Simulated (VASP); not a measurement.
Wanted: the native input for a VASP 6.6.1 run.

```
Task                   : single point
Functional             : PBE
Potentials or basis    : VASP PAW PBE potentials, release 64 (Bi_d, O)
Cutoff                 : 600 eV
k mesh                 : 5 × 5 × 3
Occupations            : gaussian, width 0.2 eV
Spin                   : no spin polarisation
Dipole correction      : no
Further INCAR settings : ALGO = Normal; EDIFF = 1e-06; NBANDS = 29
```

The structure of BiO lies in POSCAR:

```
BiO
1.0
    4.2977752525      0.0000000000      0.0000000000
    0.0000000000      4.2977752525      0.0000000000
    0.0000000000      0.0000000000      6.1428059488
Bi O
2 2
Direct
    0.5000000000      0.0000000000      0.5000000000
    0.0000000000      0.5000000000      0.0000000000
    0.0000000000      0.0000000000      0.5000000000
    0.0000000000      0.0000000000      0.0000000000
```

One way to write it, as run:

INCAR

```
PREC     = Accurate       # precision mode
ENCUT    = 600            # plane-wave cutoff, eV
EDIFF    = 1E-6           # SCF threshold, eV
ISMEAR   = 0              # smearing method
SIGMA    = 0.2            # smearing width, eV
LREAL    = False          # projectors in reciprocal space
LASPH    = True           # aspherical terms in the spheres
NELM     = 120            # most SCF steps
ALGO     = Normal         # electronic algorithm
ISIF     = 2              # what is computed and relaxed
LWAVE    = False          # write WAVECAR
LCHARG   = False          # write CHGCAR
GGA      = PE             # functional
NBANDS   = 29             # bands
GGA_COMPAT= False
```

KPOINTS

```
regular mesh
0
Gamma
  5 5 3
```

Potentials or basis: VASP PAW PBE potentials, release 64 (Bi_d, O).

Command:

```console
$ cat potpaw_PBE.64/Bi_d/POTCAR potpaw_PBE.64/O/POTCAR > POTCAR
$ mpirun -np 1 vasp_std > vasp.out
```

Results of the run:

```json
{
  "Pressure": "0.6 GPa",
  "Band gap on the k mesh": "zero (band 21 reaches 3.71 eV, above the bottom of band 22 at 2.72 eV)"
}
```

Caveat: spin-orbit coupling is left out, which moves the levels of the heavy elements.

It took 40 s on 1 thread of Intel Xeon 6975P-C (shared host), peak memory 0.26 GiB.
